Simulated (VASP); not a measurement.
# AlGaN2 (P-4m2) in VASP: notebook

AlGaN2 is run at these levels: r2SCAN; tasks: single point.

Everything below comes from runs of VASP 6.6.1. Logs are shortened: lines on timing, memory, paths and dates and some standing lists are left out, and cuts for length are marked.

### Step 1. The cell of the first run

Symmetry: P-4m2, No. 115, tetragonal system. Conventional cell: a = 2.950 Å, b = 2.950 Å, c = 4.582 Å, α = 90.00°, β = 90.00°, γ = 90.00°. Within 2.4 Å of Al (site symmetry -4m2) lie 4 N at 1.84 Å. Ga (site symmetry -4m2) has 4 N at 1.90 Å within 2.5 Å. Within 2.4 Å of N (site symmetry 2mm) lie 2 Al at 1.84 Å and 2 Ga at 1.90 Å.

### Step 2. Single point, r2SCAN (biaxial strain in the a-b plane: -6.0 %)

File POSCAR:

```
AlGaN2
1.0
    2.9502148397      0.0000000000      0.0000000000
    0.0000000000      2.9502148397      0.0000000000
    0.0000000000      0.0000000000      4.5815615823
Al Ga N
1 1 2
Direct
    0.5000000000      0.5000000000      0.5000000000
    0.0000000000      0.0000000000      0.0000000000
    0.5000000000      0.0000000000      0.7400282838
    0.0000000000      0.5000000000      0.2599717162
```

File INCAR.step1:

```
PREC = Accurate
ENCUT = 520
ISMEAR = 0
SIGMA = 0.02
LREAL = False
LASPH = True
NELM = 100
NBANDS = 21
GGA = PE
ALGO = Normal
EDIFF = 1E-4
LWAVE = True
LCHARG = False
```

File INCAR.step2:

```
PREC = Accurate
ENCUT = 520
EDIFF = 1E-7
ISMEAR = 0
SIGMA = 0.02
LREAL = False
LASPH = True
NELM = 100
ALGO = Normal
ISIF = 2
LWAVE = False
LCHARG = False
METAGGA = R2SCAN
LMIXTAU = True
NBANDS = 21
ISTART = 1
```

File KPOINTS:

```
regular mesh
0
Gamma
  8 8 6
```

Potentials or basis: VASP PAW PBE potentials, release 64 (Al, Ga_d, N).

Run with:

```
cat potpaw_PBE.64/Al/POTCAR potpaw_PBE.64/Ga_d/POTCAR potpaw_PBE.64/N/POTCAR > POTCAR
cp INCAR.step1 INCAR
mpirun -np 1 vasp_std > vasp.out
cp INCAR.step2 INCAR
mpirun -np 1 vasp_std > vasp.out
```

OUTCAR:

```text
PREC = Accurate
   ENCUT = 520
   EDIFF = 1E-7
   ISMEAR = 0
   LREAL = False
   LASPH = True
   NELM = 100
   ISIF = 2
   METAGGA = R2SCAN
   ISTART = 1

 ion  position               nearest neighbor table
   1  0.500  0.500  0.500-   3 1.84   4 1.84   3 1.84   4 1.84   2 3.10   2 3.10   2 3.10   2 3.10
                             2 3.10   2 3.10   2 3.10   2 3.10
   2  0.000  0.000  0.000-   3 1.90   4 1.90   4 1.90   3 1.90   1 3.10   1 3.10   1 3.10   1 3.10
                             1 3.10   1 3.10   1 3.10   1 3.10
   3  0.500  0.000  0.740-   1 1.84   1 1.84   2 1.90   2 1.90
   4  0.000  0.500  0.260-   1 1.84   1 1.84   2 1.90   2 1.90

  LATTYP: Found a simple tetragonal cell.
 ALAT       =     2.9502148397
 C/A-ratio  =     1.5529586255

  Lattice vectors:

 A1 = (   2.9502148397,   0.0000000000,   0.0000000000)
 A2 = (   0.0000000000,   2.9502148397,   0.0000000000)
 A3 = (   0.0000000000,   0.0000000000,   4.5815615823)

Analysis of symmetry for initial positions (statically):
=====================================================================
 Subroutine PRICEL returns:
 Original cell was already a primitive cell.

 Routine SETGRP: Setting up the symmetry group for a
 simple tetragonal supercell.

 Subroutine GETGRP returns: Found  8 space group operations
 (whereof  8 operations were pure point group operations)
 out of a pool of 16 trial point group operations.

The static configuration has the point symmetry D_2d.

Analysis of symmetry for dynamics (positions and initial velocities):
=====================================================================
 Subroutine PRICEL returns:
 Original cell was already a primitive cell.

 Routine SETGRP: Setting up the symmetry group for a
 simple tetragonal supercell.

 Subroutine GETGRP returns: Found  8 space group operations
 (whereof  8 operations were pure point group operations)
 out of a pool of 16 trial point group operations.

The dynamic configuration has the point symmetry D_2d.

 Subroutine INISYM returns: Found  8 space group operations
 (whereof  8 operations are pure point group operations),
 and found     1 'primitive' translations

----------------------------------------------------------------------------------------

                                     Primitive cell

  volume of cell :      39.8768

  direct lattice vectors                    reciprocal lattice vectors
     2.950214840  0.000000000  0.000000000     0.338958366  0.000000000  0.000000000
     0.000000000  2.950214840  0.000000000     0.000000000  0.338958366  0.000000000
     0.000000000  0.000000000  4.581561582     0.000000000  0.000000000  0.218266192

  length of vectors
     2.950214840  2.950214840  4.581561582     0.338958366  0.338958366  0.218266192

  position of ions in fractional coordinates (direct lattice)
     0.500000000  0.500000000  0.500000000
     0.000000000  0.000000000  0.000000000
     0.500000000  0.000000000  0.740028284
     0.000000000  0.500000000  0.259971716

  ion indices of the primitive-cell ions
   primitive index   ion index
                 1           1
                 2           2
                 3           3
                 4           4

----------------------------------------------------------------------------------------

 KPOINTS: regular mesh

Automatic generation of k-mesh.
 Grid dimensions read from file:
 generate k-points for:    8    8    6

 Generating k-lattice:

  Cartesian coordinates                     Fractional coordinates (reciprocal lattice)
     0.042369796  0.000000000  0.000000000     0.125000000  0.000000000  0.000000000
     0.000000000  0.042369796  0.000000000     0.000000000  0.125000000  0.000000000
     0.000000000  0.000000000  0.036377699     0.000000000  0.000000000  0.166666667

  Length of vectors
     0.042369796  0.042369796  0.036377699

  Shift w.r.t. Gamma in fractional coordinates (k-lattice)
     0.000000000  0.000000000  0.000000000

 Subroutine IBZKPT returns following result:
 ===========================================

 Found     60 irreducible k-points:

 Following reciprocal coordinates:
            Coordinates               Weight
  0.000000  0.000000  0.000000      1.000000
  0.125000  0.000000  0.000000      4.000000
  0.250000  0.000000  0.000000      4.000000
  0.375000  0.000000  0.000000      4.000000
  0.500000  0.000000  0.000000      2.000000
  0.125000  0.125000  0.000000      4.000000
[... 16 lines left out ...]
  0.375000  0.125000  0.166667     16.000000
  0.500000  0.125000  0.166667      8.000000
 [... further k-points ...]
   k-points           NKPTS =     60   k-points in BZ     NKDIM =     60   number of bands    NBANDS=     21
   number of dos      NEDOS =    301   number of ions     NIONS =      4
   total plane-waves  NPLWV =  20736
   dimension x,y,z NGX =    24 NGY =   24 NGZ =   36
   dimension x,y,z NGXF=    48 NGYF=   48 NGZF=   72
   ions per type =               1   1   2
   NGX,Y,Z   is equivalent  to a cutoff of  13.52, 13.52, 13.06 a.u.
   NGXF,Y,Z  is equivalent  to a cutoff of  27.05, 27.05, 26.13 a.u.
 SYSTEM =  unknown system
   PREC   = accura    normal or accurate (medium, high low for compatibility)
   ISTART =      1    job   : 0-new  1-cont  2-samecut
   ICHARG =      0    charge: 1-file 2-atom 10-const
   ISPIN  =      1    spin polarized calculation?
   LNONCOLLINEAR =      F non collinear calculations
   LSORBIT =      F    spin-orbit coupling
   LASPH  =      T    aspherical Exc in radial PAW
   ENCUT  =  520.0 eV  38.22 Ry    6.18 a.u.   5.49  5.49  8.52*2*pi/ulx,y,z
   NELM   =    100;   NELMIN=  2; NELMDL=  0     # of ELM steps
   EDIFF  = 0.1E-06   stopping-criterion for ELM
   LREAL  =      F    real-space projection
   EDIFFG = 0.1E-05   stopping-criterion for IOM
   NSW    =      0    number of steps for IOM
   IBRION =     -1    ionic relax: 0-MD 1-quasi-New 2-CG
   NFREE  =      0    steps in history (QN), initial steepest desc. (CG)
   ISIF   =      2    stress and relaxation
   ISYM   =      2    0-nonsym 1-usesym 2-fastsym
   POTIM  = 0.5000    time-step for ionic-motion
   TEBEG  =    0.0;   TEEND  =   0.0 temperature during run
   PSTRESS=    0.0 pullay stress
   NELECT =      26.0000    total number of electrons
   NUPDOWN=      -1.0000    fix difference up-down
   EMIN   =  10.00;   EMAX   =-10.00  energy-range for DOS
   EFERMI =   0.00;   METHOD = LEGACY
   ISMEAR =     0;   SIGMA  =   0.02  broadening in eV -4-tet -1-fermi 0-gaus
   EFERMI_NEDOS =   21; number of points for ismear=-14 and -15
   IALGO  =     38    algorithm
   IMIX   =      4    mixing-type and parameters
     AMIX     =   0.40;   BMIX     =  1.00
     AMIX_MAG =   1.60;   BMIX_MAG =  1.00
  volume/ion in A,a.u.               =       9.97        67.28
  Fermi-wavevector in a.u.,A,eV,Ry     =   1.419577  2.682612 27.418452  2.015199
  Thomas-Fermi vector in A             =   2.540583
   LORBIT       =      0    0 simple, 1 ext, 2 COOP (PROOUT), +10 PAW based schemes
   METAGGA = R2SCAN    functional components
   LHFCALC =     F    Hartree Fock is set to
   AEXX    =    0.0000 exact exchange contribution
   IVDW    =     0    specifies the selected vdW correction
   LEPSILON=     F    determine dielectric tensor
   LRPA    =     F    only Hartree local field effects (RPA)
 non-spin polarized calculation
 Gauss-broadening in eV      SIGMA  =   0.02
  energy-cutoff  :      520.00
  volume of cell :       39.88
 maximum number of plane-waves:      1098
 NGX is ok and might be reduce to    24
   NGX = 11   NGY = 11   NGZ = 17

 number of electron      25.9999996 magnetization

 Free energy of the ion-electron system (eV)
  ---------------------------------------------------
  ext. energy  EPLUGINS =         0.00000000
  ---------------------------------------------------
  free energy    TOTEN  =       -40.70516564 eV

  energy without entropy =      -40.70516564  energy(sigma->0) =      -40.70516564

 E-fermi :   6.7089     XC(G=0): -12.5566

 val. band max:        6.5340866501   @ k =   0.0000   0.0000   0.0000
 cond. band min:      10.0818209509   @ k =   0.5000   0.5000   0.0000
 fundamental gap:      3.5477343008
 Fermi energy:         6.7088919959

 k-point     1 :       0.0000    0.0000    0.0000
  band No.  band energies     occupation
      1     -10.6186      2.00000
      2      -8.7591      2.00000
      3      -6.9618      2.00000
      4      -6.9618      2.00000
      5      -6.9055      2.00000
      6      -6.7079      2.00000
[... 13 lines left out ...]
     20      19.9267      0.00000
     21      24.0047      0.00000

 k-point     2 :       0.1250    0.0000    0.0000
  band No.  band energies     occupation
      1     -10.4566      2.00000
      2      -8.7513      2.00000
      3      -7.0031      2.00000
      4      -6.9575      2.00000
      5      -6.8638      2.00000
      6      -6.7249      2.00000
[... 13 lines left out ...]
     20      19.8403      0.00000
     21      23.4733      0.00000

 k-point     3 :       0.2500    0.0000    0.0000
  band No.  band energies     occupation
      1     -10.0180      2.00000
      2      -8.7501      2.00000
      3      -7.0266      2.00000
      4      -6.9469      2.00000
      5      -6.7657      2.00000
      6      -6.7591      2.00000
[... 13 lines left out ...]
     20      19.9644      0.00000
     21      22.2639      0.00000
[... 457 lines left out ...]
 k-point    23 :       0.3750    0.1250    0.1667
  band No.  band energies     occupation
      1      -9.3126      2.00000
      2      -8.7865      2.00000
      3      -6.9692      2.00000
      4      -6.9011      2.00000
      5      -6.8382      2.00000
      6      -6.4986      2.00000
[... 13 lines left out ...]
     20      20.0192      0.00000
     21      21.0673      0.00000

 k-point    24 :       0.5000    0.1250    0.1667
  band No.  band energies     occupation
      1      -9.0355      2.00000
      2      -8.8567      2.00000
      3      -6.9540      2.00000
      4      -6.8740      2.00000
      5      -6.8586      2.00000
      6      -6.2220      2.00000
[... 13 lines left out ...]
     20      20.2984      0.00000
     21      20.8086      0.00000

 [... further k-points ...]
[... 5 lines left out ...]
  --------------------------------------------------------------------------------------
  -------------------------------------------------------------------------------------
  Total        6.7035300      6.7035300      2.5967254      0.0000000      0.0000000      0.0000000
  in kB      269.3353306    269.3353306    104.3315819      0.0000000      0.0000000      0.0000000
  external PRESSURE =     214.3340810 kB  Pullay stress =       0.0000000 kB

 VOLUME and BASIS-vectors are now :
 -----------------------------------------------------------------------------
  energy-cutoff  :      520.00
  volume of cell :       39.88
      direct lattice vectors                 reciprocal lattice vectors
     2.950214840  0.000000000  0.000000000     0.338958366  0.000000000  0.000000000
     0.000000000  2.950214840  0.000000000     0.000000000  0.338958366  0.000000000
     0.000000000  0.000000000  4.581561582     0.000000000  0.000000000  0.218266192

 POSITION                                       TOTAL-FORCE (eV/Angst)
 -----------------------------------------------------------------------------------
      1.47511      1.47511      2.29078         0.000000      0.000000      0.000000
      0.00000      0.00000      0.00000         0.000000     -0.000000      0.000000
      1.47511      0.00000      3.39049        -0.000000     -0.000000     -0.097306
      0.00000      1.47511      1.19108         0.000000     -0.000000      0.097306
 -----------------------------------------------------------------------------------
    total drift:                                0.000000      0.000000     -0.000000

  FREE ENERGIE OF THE ION-ELECTRON SYSTEM (eV)
  ---------------------------------------------------
  free  energy   TOTEN  =       -40.7051656416 eV

  energy  without entropy=      -40.7051656416  energy(sigma->0) =      -40.70516564
```

Run time: 2.9 min. Hardware: 1 thread of Intel Xeon Platinum 8259CL at 2.50GHz (Skylake/Cascade Lake), shared host; peak memory 0.19 GiB.

What came out:

```yaml
Free_energy: -40.7052 eV
Pressure: 21.4 GPa
Largest_force: 0.097 eV/Å
Band_gap_on_the_k_mesh: 3.55 eV (least direct gap 3.86 eV)
```

Forces on the atoms (eV/Å):
```
Al   0.000  0.000  0.000
Ga   0.000  0.000  0.000
N    0.000  0.000 -0.097
N    0.000  0.000  0.097
```

Levels at points of the mesh, in eV from the valence-band top:
| k point | band 9 | band 10 | band 11 | band 12 | band 13 | band 14 | band 15 | band 16 | band 17 | band 18 |
| --- | --- | --- | --- | --- | --- | --- | --- | --- | --- | --- |
| (0.00, 0.00, 0.00) | -2.21 | -2.21 | -0.76 | 0.00 | 0.00 | 3.86 | 4.47 | 9.84 | 12.65 | 12.65 |
| (0.50, 0.00, 0.00) | -5.18 | -3.78 | -3.75 | -0.84 | -0.41 | 8.15 | 8.47 | 9.95 | 10.26 | 10.46 |
| (0.50, 0.50, 0.00) | -5.18 | -3.00 | -2.97 | -2.95 | -2.95 | 3.55 | 3.55 | 6.75 | 9.50 | 14.65 |
| (0.00, 0.00, 0.50) | -3.32 | -1.57 | -1.57 | -0.84 | -0.84 | 6.03 | 6.13 | 9.05 | 11.28 | 12.03 |
| (0.50, 0.00, 0.50) | -6.95 | -1.54 | -1.38 | -0.83 | -0.33 | 6.02 | 7.35 | 10.49 | 10.81 | 11.12 |
| (0.50, 0.50, 0.50) | -4.68 | -4.57 | -3.76 | -3.70 | -3.70 | 6.24 | 6.24 | 10.20 | 10.90 | 10.90 |

Caveat: the cell differs from its parent crystal (biaxial strain in the a-b plane: -6.0 %); the cell stands under pressure; the PAW data sets were made with another functional, which shifts forces and pressure a little. A k mesh can miss the band edges.

(Part 1 of 3 ends here.)
